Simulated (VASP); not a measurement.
Write the native input for VASP 6.6.1 that does the following.

| Quantity | Value |
| --- | --- |
| Task | single point |
| Functional | PBEsol |
| Potentials or basis | VASP PAW PBE potentials, release 64 (Ta_pv, C) |
| Cutoff | 520 eV |
| k mesh | 11 × 11 × 1 |
| Occupations | gaussian, width 0.1 eV |
| Spin | no spin polarisation |
| Dipole correction | yes |
| Further INCAR settings | ALGO = Normal; EDIFF = 1e-06; NBANDS = 32 |

The structure of Ta4C lies in POSCAR:

```
Ta4C
1.0
    2.8410132489      0.0000000000      0.0000000000
   -0.9470044163      2.6785329784      0.0000000000
    0.0000000000      0.0000000000     25.9590328124
Ta C
4 1
Direct
    0.5000000000      0.5000000000      0.3274390098
    0.0000000000      0.0000000000      0.4167981790
    0.5000000000      0.5000000000      0.5058470961
    0.0000000000      0.0000000000      0.5912937381
    0.3333333333      0.6666666667      0.7492029885
```

These files were run (other wordings do the same):

INCAR

```
SYSTEM = Ta4C
  PREC = Accurate
  ENCUT = 520
  EDIFF = 1E-6
  ISMEAR = 0
  SIGMA = 0.1
  LREAL = .False.
  LASPH = .True.
  NELM = 100
  ALGO = Normal
  ISIF = 2
  LWAVE = .False.
  LCHARG = .False.
  LDIPOL = .True.
  IDIPOL = 3
  DIPOL = 0.5 0.5 0.518
  GGA = PS
  NBANDS = 32
```

KPOINTS

```
Automatic mesh
0
Gamma
  11 11 1
  0 0 0
```

Potentials or basis: VASP PAW PBE potentials, release 64 (Ta_pv, C).

Launch:

```console
$ cat potpaw_PBE.64/Ta_pv/POTCAR potpaw_PBE.64/C/POTCAR > POTCAR
$ mpirun -np 1 vasp_std > vasp.out
```

Results of the run:

```yaml
Largest_force: 0.498 eV/Å
Band_gap_on_the_k_mesh: zero (bands 24 and 25 overlap by 1.13 eV)
```

Caveat: the PAW data sets were made with another functional, which shifts forces and pressure a little; spin-orbit coupling is left out, which moves the levels of the heavy elements.

Run time: 20 min on 1 thread of Intel Xeon 8259CL, on a shared host, peak memory 0.44 GiB.
